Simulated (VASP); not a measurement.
Here is a VASP 6.6.1 calculation.

Contents of INCAR:

```
PREC = Accurate
ENCUT = 520
EDIFF = 1E-6
ISMEAR = 0
SIGMA = 0.2
LREAL = F
LASPH = T
NELM = 60
ALGO = Normal
ISIF = 2
LWAVE = F
LCHARG = F
GGA = PE
NBANDS = 38
```

File KPOINTS:

```
regular mesh
0
Gamma
  4 4 4
```

The input POSCAR:

```
Hf4O3
1.0
    4.8095194242     -0.0032975727      0.0002259943
   -0.0033084731      4.8075026662      0.0007215335
    0.0002414059      0.0008238924      5.0467713579
Hf O
4 3
Direct
    0.2506907031      0.2505193373      0.2513342047
    0.7493480297      0.7493161067      0.2514623469
    0.7492189846      0.2503422118      0.7487247804
    0.2507883022      0.7498220480      0.7488609928
   -0.0000088821      0.0000182964      0.9998391219
   -0.0001292530     -0.0000268613      0.5001859564
    0.5000921155      0.5000088612      0.9995925969
```

Potentials or basis: VASP PAW PBE potentials, release 64 (Hf_pv, O).

Launch:

```bash
$ cat potpaw_PBE.64/Hf_pv/POTCAR potpaw_PBE.64/O/POTCAR > POTCAR
$ mpirun -np 1 vasp_std > vasp.out
```

(1) What does it give for the band gap on the k mesh?

(2) Estimate the largest force.

(3) What does it give for the pressure?

Results:

(1) zero (band 29 reaches 5.86 eV, above the bottom of band 30 at 4.93 eV).

(2) 0.128 eV/Å.

(3) -1.7 GPa.

Caveat: spin-orbit coupling is left out, which moves the levels of the heavy elements.
